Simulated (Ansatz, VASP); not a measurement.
## Se: VASP beside Ansatz

```xyz
4
Lattice="2.8387 -4.0032 0.0000 2.8387 4.0032 0.0000 0.0000 0.0000 3.9913" Properties=species:S:1:pos:R:3 pbc="T T T"
Se    2.8387    2.0016    1.9956
Se    2.8387   -2.0016    1.9958
Se    2.8387    0.0000    0.0000
Se    0.0000    0.0000    0.0000
```

Alike in both runs: functional PBE; k mesh 12 × 12 × 8; occupations gaussian, width 0.1 eV; no spin polarisation.

Ansatz relaxed the structure, and its values are those at the end. VASP's run is a single point on that final structure, the one shown.

|  | VASP | Ansatz |
| --- | --- | --- |
| version | VASP 6.6.1 | Ansatz 0.2.0 |
| potentials or method | VASP PAW PBE potentials, release 64 (Se), cutoff 520 eV | scalar-relativistic, plane waves, PAW |
| valence electrons in the cell | 24 | 64 |

```csv
,VASP,Ansatz,Ansatz less VASP
gap on the k mesh at the Fermi level (eV),none,none,-
pressure (GPa),0.0,0.0,-0.02
```

A gap of «none» marks a metal or a gap that the smearing closes. VASP's potentials hold 24 valence electrons a cell and Ansatz's 64, so a difference there can come from the potentials and not from the codes.
